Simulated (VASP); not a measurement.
# Li4W3 (Pm-3m) in VASP: further runs

The runs below take Li4W3 through single point, relaxation of cell and atoms, with PBE.

Program: VASP 6.6.1. These are calculated values, not measurements. Logs are shortened: lines on timing, memory, paths and dates and some standing lists are left out, and cuts for length are marked.

### 1 The cell of the first run

Symmetry: Pm-3m, No. 221, cubic system. The conventional cell has a = 4.609 Å, b = 4.609 Å, c = 4.609 Å, α = 90.00°, β = 90.00°, γ = 90.00°. Within 3.0 Å of Li (site symmetry 4/mmm) lie 2 Li at 2.30 Å and 4 W at 2.30 Å. Li (site symmetry m-3m) has 6 Li at 2.30 Å within 3.0 Å. Within 3.0 Å of W (site symmetry 4/mmm) lie 4 Li at 2.30 Å.

### 2 Single point, PBE

INCAR

```
ALGO = Normal
EDIFF = 1E-6
ENCUT = 520
GGA = PE
ISIF = 2
ISMEAR = 0
LASPH = True
LCHARG = True
LELF = True
LREAL = False
LVHAR = True
LWAVE = False
NBANDS = 36
NELM = 100
PREC = Accurate
SIGMA = 0.1
```

KPOINTS

```
k-points
0
Gamma
  8 8 8
```

POSCAR

```
Li4W3
1.0
    4.6093163256      0.0000000000      0.0000000000
    0.0000000000      4.6093163256      0.0000000000
    0.0000000000      0.0000000000      4.6093163256
Li W
4 3
Direct
    0.0000000000      0.5000000000      0.5000000000
    0.5000000000      0.0000000000      0.5000000000
    0.5000000000      0.5000000000      0.0000000000
    0.5000000000      0.5000000000      0.5000000000
    0.5000000000      0.0000000000      0.0000000000
    0.0000000000      0.5000000000      0.0000000000
    0.0000000000      0.0000000000      0.5000000000
```

Potentials or basis: VASP PAW PBE potentials, release 64 (Li_sv, W_sv).

Launch:

```
cat potpaw_PBE.64/Li_sv/POTCAR potpaw_PBE.64/W_sv/POTCAR > POTCAR
mpirun -np 1 vasp_std > vasp.out
```

OUTCAR:

```text
EDIFF = 1E-6
   ENCUT = 520
   GGA = PE
   ISIF = 2
   ISMEAR = 0
   LASPH = True
   LREAL = False
   NELM = 100
   PREC = Accurate

 ion  position               nearest neighbor table
   1  0.000  0.500  0.500-   4 2.30   6 2.30   7 2.30   6 2.30   7 2.30   4 2.30
   2  0.500  0.000  0.500-   4 2.30   5 2.30   7 2.30   5 2.30   4 2.30   7 2.30
   3  0.500  0.500  0.000-   4 2.30   5 2.30   6 2.30   4 2.30   5 2.30   6 2.30
   4  0.500  0.500  0.500-   1 2.30   2 2.30   3 2.30   3 2.30   2 2.30   1 2.30
   5  0.500  0.000  0.000-   2 2.30   3 2.30   2 2.30   3 2.30   6 3.26   7 3.26   7 3.26   6 3.26
                             6 3.26   7 3.26   7 3.26   6 3.26
   6  0.000  0.500  0.000-   1 2.30   3 2.30   1 2.30   3 2.30   5 3.26   7 3.26   5 3.26   7 3.26
                             7 3.26   7 3.26   5 3.26   5 3.26
   7  0.000  0.000  0.500-   1 2.30   2 2.30   1 2.30   2 2.30   5 3.26   6 3.26   5 3.26   6 3.26
                             6 3.26   6 3.26   5 3.26   5 3.26

  LATTYP: Found a simple cubic cell.
 ALAT       =     4.6093163256

  Lattice vectors:

 A1 = (   4.6093163256,   0.0000000000,   0.0000000000)
 A2 = (   0.0000000000,   4.6093163256,   0.0000000000)
 A3 = (   0.0000000000,   0.0000000000,   4.6093163256)

Analysis of symmetry for initial positions (statically):
=====================================================================
 Subroutine PRICEL returns:
 Original cell was already a primitive cell.

 Routine SETGRP: Setting up the symmetry group for a
 simple cubic supercell.

 Subroutine GETGRP returns: Found 48 space group operations
 (whereof 48 operations were pure point group operations)
 out of a pool of 48 trial point group operations.

The static configuration has the point symmetry O_h .

Analysis of symmetry for dynamics (positions and initial velocities):
=====================================================================
 Subroutine PRICEL returns:
 Original cell was already a primitive cell.

 Routine SETGRP: Setting up the symmetry group for a
 simple cubic supercell.

 Subroutine GETGRP returns: Found 48 space group operations
 (whereof 48 operations were pure point group operations)
 out of a pool of 48 trial point group operations.

The dynamic configuration has the point symmetry O_h .

 Subroutine INISYM returns: Found 48 space group operations
 (whereof 48 operations are pure point group operations),
 and found     1 'primitive' translations

----------------------------------------------------------------------------------------

                                     Primitive cell

  volume of cell :      97.9286

  direct lattice vectors                    reciprocal lattice vectors
     4.609316326  0.000000000  0.000000000     0.216951914  0.000000000  0.000000000
     0.000000000  4.609316326  0.000000000     0.000000000  0.216951914  0.000000000
     0.000000000  0.000000000  4.609316326     0.000000000  0.000000000  0.216951914

  length of vectors
     4.609316326  4.609316326  4.609316326     0.216951914  0.216951914  0.216951914

  position of ions in fractional coordinates (direct lattice)
     0.000000000  0.500000000  0.500000000
     0.500000000  0.000000000  0.500000000
     0.500000000  0.500000000  0.000000000
     0.500000000  0.500000000  0.500000000
     0.500000000  0.000000000  0.000000000
     0.000000000  0.500000000  0.000000000
     0.000000000  0.000000000  0.500000000

  ion indices of the primitive-cell ions
   primitive index   ion index
                 1           1
                 2           2
                 3           3
                 4           4
                 5           5
                 6           6
                 7           7

----------------------------------------------------------------------------------------

 KPOINTS: k-points

Automatic generation of k-mesh.
 Grid dimensions read from file:
 generate k-points for:    8    8    8

 Generating k-lattice:

  Cartesian coordinates                     Fractional coordinates (reciprocal lattice)
     0.027118989  0.000000000  0.000000000     0.125000000  0.000000000  0.000000000
     0.000000000  0.027118989  0.000000000     0.000000000  0.125000000  0.000000000
     0.000000000  0.000000000  0.027118989     0.000000000  0.000000000  0.125000000

  Length of vectors
     0.027118989  0.027118989  0.027118989

  Shift w.r.t. Gamma in fractional coordinates (k-lattice)
     0.000000000  0.000000000  0.000000000

 Subroutine IBZKPT returns following result:
 ===========================================

 Found     35 irreducible k-points:

 Following reciprocal coordinates:
            Coordinates               Weight
  0.000000  0.000000  0.000000      1.000000
  0.125000  0.000000  0.000000      6.000000
  0.250000  0.000000  0.000000      6.000000
  0.375000  0.000000  0.000000      6.000000
  0.500000  0.000000  0.000000      3.000000
  0.125000  0.125000  0.000000     12.000000
[... 16 lines left out ...]
  0.375000  0.375000  0.125000     24.000000
  0.500000  0.375000  0.125000     24.000000
 [... further k-points ...]
   k-points           NKPTS =     35   k-points in BZ     NKDIM =     35   number of bands    NBANDS=     36
   number of dos      NEDOS =    301   number of ions     NIONS =      7
   total plane-waves  NPLWV =  46656
   dimension x,y,z NGX =    36 NGY =   36 NGZ =   36
   dimension x,y,z NGXF=    72 NGYF=   72 NGZF=   72
   ions per type =               4   3
   NGX,Y,Z   is equivalent  to a cutoff of  12.98, 12.98, 12.98 a.u.
   NGXF,Y,Z  is equivalent  to a cutoff of  25.97, 25.97, 25.97 a.u.
 SYSTEM =  unknown system
   PREC   = accura    normal or accurate (medium, high low for compatibility)
   ISTART =      0    job   : 0-new  1-cont  2-samecut
   ICHARG =      2    charge: 1-file 2-atom 10-const
   ISPIN  =      1    spin polarized calculation?
   LNONCOLLINEAR =      F non collinear calculations
   LSORBIT =      F    spin-orbit coupling
   LASPH  =      T    aspherical Exc in radial PAW
   ENCUT  =  520.0 eV  38.22 Ry    6.18 a.u.   8.57  8.57  8.57*2*pi/ulx,y,z
   NELM   =    100;   NELMIN=  2; NELMDL= -5     # of ELM steps
   EDIFF  = 0.1E-05   stopping-criterion for ELM
   LREAL  =      F    real-space projection
   EDIFFG = 0.1E-04   stopping-criterion for IOM
   NSW    =      0    number of steps for IOM
   IBRION =     -1    ionic relax: 0-MD 1-quasi-New 2-CG
   NFREE  =      0    steps in history (QN), initial steepest desc. (CG)
   ISIF   =      2    stress and relaxation
   ISYM   =      2    0-nonsym 1-usesym 2-fastsym
   POTIM  = 0.5000    time-step for ionic-motion
   TEBEG  =    0.0;   TEEND  =   0.0 temperature during run
   PSTRESS=    0.0 pullay stress
   NELECT =      54.0000    total number of electrons
   NUPDOWN=      -1.0000    fix difference up-down
   EMIN   =  10.00;   EMAX   =-10.00  energy-range for DOS
   EFERMI =   0.00;   METHOD = LEGACY
   ISMEAR =     0;   SIGMA  =   0.10  broadening in eV -4-tet -1-fermi 0-gaus
   EFERMI_NEDOS =   21; number of points for ismear=-14 and -15
   IALGO  =     38    algorithm
   IMIX   =      4    mixing-type and parameters
     AMIX     =   0.40;   BMIX     =  1.00
     AMIX_MAG =   1.60;   BMIX_MAG =  1.00
  volume/ion in A,a.u.               =      13.99        94.41
  Fermi-wavevector in a.u.,A,eV,Ry     =   1.342465  2.536891 24.520579  1.802212
  Thomas-Fermi vector in A             =   2.470617
   LORBIT       =      0    0 simple, 1 ext, 2 COOP (PROOUT), +10 PAW based schemes
   GGA     = PE    functional components
   LHFCALC =     F    Hartree Fock is set to
   AEXX    =    0.0000 exact exchange contribution
   IVDW    =     0    specifies the selected vdW correction
   LEPSILON=     F    determine dielectric tensor
   LRPA    =     F    only Hartree local field effects (RPA)
 non-spin polarized calculation
 Gauss-broadening in eV      SIGMA  =   0.10
  energy-cutoff  :      520.00
  volume of cell :       97.93
 maximum number of plane-waves:      2666
 NGX is ok and might be reduce to    36
   NGX = 17   NGY = 17   NGZ = 17

 number of electron      54.0000016 magnetization

 Free energy of the ion-electron system (eV)
  ---------------------------------------------------
  ext. energy  EPLUGINS =         0.00000000
  ---------------------------------------------------
  free energy    TOTEN  =       -35.25789734 eV

  energy without entropy =      -35.23540420  energy(sigma->0) =      -35.24665077

 E-fermi :   6.0061     XC(G=0): -11.0770

 val. band max:        5.9848096642   @ k =   0.3750   0.1250   0.0000
 cond. band min:       6.0322474071   @ k =   0.5000   0.2500   0.0000
 fundamental gap:      0.0474377429
 Fermi energy:         6.0061253814

 k-point     1 :       0.0000    0.0000    0.0000
  band No.  band energies     occupation
      1     -67.9633      2.00000
      2     -67.9468      2.00000
      3     -67.9468      2.00000
      4     -39.5301      2.00000
      5     -38.8739      2.00000
      6     -38.8739      2.00000
[... 28 lines left out ...]
     35       9.2200      0.00000
     36      11.9520      0.00000

 k-point     2 :       0.1250    0.0000    0.0000
  band No.  band energies     occupation
      1     -67.9628      2.00000
      2     -67.9474      2.00000
      3     -67.9468      2.00000
      4     -39.5296      2.00000
      5     -38.8757      2.00000
      6     -38.8749      2.00000
[... 28 lines left out ...]
     35       9.2206      0.00000
     36      10.8918      0.00000

 k-point     3 :       0.2500    0.0000    0.0000
  band No.  band energies     occupation
      1     -67.9612      2.00000
      2     -67.9489      2.00000
      3     -67.9468      2.00000
      4     -39.5282      2.00000
      5     -38.8798      2.00000
      6     -38.8773      2.00000
[... 28 lines left out ...]
     35       9.2222      0.00000
     36      10.3012      0.00000
[... 742 lines left out ...]
 k-point    23 :       0.3750    0.3750    0.1250
  band No.  band energies     occupation
      1     -67.9554      2.00000
      2     -67.9514      2.00000
      3     -67.9498      2.00000
      4     -39.5224      2.00000
      5     -38.8927      2.00000
      6     -38.8881      2.00000
[... 28 lines left out ...]
     35       9.4669      0.00000
     36      10.6687      0.00000

 k-point    24 :       0.5000    0.3750    0.1250
  band No.  band energies     occupation
      1     -67.9541      2.00000
      2     -67.9522      2.00000
      3     -67.9502      2.00000
      4     -39.5218      2.00000
      5     -38.8943      2.00000
      6     -38.8893      2.00000
[... 28 lines left out ...]
     35       9.5092      0.00000
     36      11.1246      0.00000

 [... further k-points ...]
[... 5 lines left out ...]
  --------------------------------------------------------------------------------------
  -------------------------------------------------------------------------------------
  Total        0.0597525      0.0597525      0.0597525      0.0000000      0.0000000      0.0000000
  in kB        0.9775914      0.9775914      0.9775914      0.0000000      0.0000000      0.0000000
  external PRESSURE =       0.9775914 kB  Pullay stress =       0.0000000 kB

 VOLUME and BASIS-vectors are now :
 -----------------------------------------------------------------------------
  energy-cutoff  :      520.00
  volume of cell :       97.93
      direct lattice vectors                 reciprocal lattice vectors
     4.609316326  0.000000000  0.000000000     0.216951914  0.000000000  0.000000000
     0.000000000  4.609316326  0.000000000     0.000000000  0.216951914  0.000000000
     0.000000000  0.000000000  4.609316326     0.000000000  0.000000000  0.216951914

 POSITION                                       TOTAL-FORCE (eV/Angst)
 -----------------------------------------------------------------------------------
      0.00000      2.30466      2.30466         0.000000      0.000000      0.000000
      2.30466      0.00000      2.30466         0.000000      0.000000      0.000000
      2.30466      2.30466      0.00000         0.000000      0.000000      0.000000
      2.30466      2.30466      2.30466         0.000000      0.000000      0.000000
      2.30466      0.00000      0.00000         0.000000      0.000000      0.000000
      0.00000      2.30466      0.00000         0.000000      0.000000      0.000000
      0.00000      0.00000      2.30466         0.000000      0.000000      0.000000
 -----------------------------------------------------------------------------------
    total drift:                                0.000000     -0.000000     -0.000000

  FREE ENERGIE OF THE ION-ELECTRON SYSTEM (eV)
  ---------------------------------------------------
  free  energy   TOTEN  =       -35.2578973414 eV

  energy  without entropy=      -35.2354042000  energy(sigma->0) =      -35.24665077
```

Wall time 2 min (1 thread of Intel Xeon Platinum 8259CL at 2.50GHz (Skylake/Cascade Lake), shared host); peak memory 0.25 GiB.

Results:

```
Free energy            : -35.2579 eV
Band gap on the k mesh : zero (band 27 reaches 6.69 eV, above the bottom of band 28 at 5.23 eV)
```

Caveat: the cutoff is under 1.25 times the usual one of these potentials, so pressure, stress and relaxed cells hold a basis-set (Pulay) error; spin-orbit coupling is left out, which moves the levels of the heavy elements.

[end of part 1 of 3]
